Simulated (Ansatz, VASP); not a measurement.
V in VASP and in Ansatz

The input INCAR:

```
  PREC = Accurate
  ENCUT = 520
  EDIFF = 1E-6
  ISMEAR = -1
  SIGMA = 0.1
  LREAL = False
  LASPH = True
  NELM = 80
  ALGO = Normal
  ISIF = 2
  LWAVE = False
  LCHARG = False
  GGA = PS
  NBANDS = 12
```

KPOINTS

```
regular mesh
0
Gamma
  18 18 18
```

The input POSCAR:

```
V
1.0
   -1.4799359792      1.4799359792      1.4799359792
    1.4799359792     -1.4799359792      1.4799359792
    1.4799359792      1.4799359792     -1.4799359792
V
1
Direct
    0.0000000000      0.0000000000      0.0000000000
```

Input for Ansatz:

```yaml
crystal:
  lattice:
    - [-1.47993597921, 1.47993597921, 1.47993597921]
    - [1.47993597921, -1.47993597921, 1.47993597921]
    - [1.47993597921, 1.47993597921, -1.47993597921]
  atoms:
    - { symbol: V, position: [0.0, 0.0, 0.0] }
kpoints:
  mp_grid: { grid: [18, 18, 18] }
scf:
  occupations: { method: fermi_dirac, width: 0.1 }
hamiltonian:
  xc: pbesol
  pseudopotentials: { kind: all_electron, lapw: { basis_error: 0.001 } }
output:
  forces: true
  stress: true
  eigenvalues: true
  eigenstates:
    nscf_kmesh: { grid: [24, 24, 24] }
    de_dk: true
    e_range: [-14, 14]
  optics:
    e_range: [0, 30]
    de: 0.2
    sigma: 0.2
    bands: { spectra_wanted_up_to: 30 }
    nscf_kmesh: { grid: [24, 24, 24] }
    drude_damping: 0.2
checkpoint:
  write: ck
  write_wavefunctions: false
```

Alike in both runs: task single point; functional PBEsol; k mesh 18 × 18 × 18; occupations fermi-dirac, width 0.1 eV; no spin polarisation.

|  | VASP | Ansatz |
| --- | --- | --- |
| version | VASP 6.6.1 | Ansatz 0.2.0 |
| potentials or method | VASP PAW PBE potentials, release 64 (V_sv), cutoff 520 eV | all-electron LAPW, scalar-relativistic |

```tsv
	VASP	Ansatz	Ansatz less VASP
pressure (GPa)	0.2	-0.1	-0.23
```

VASP's potentials were made for PBE, not for PBEsol. Ansatz ran all-electron here, and VASP with PAW potentials. Ansatz's warnings: optics on partly filled bands.
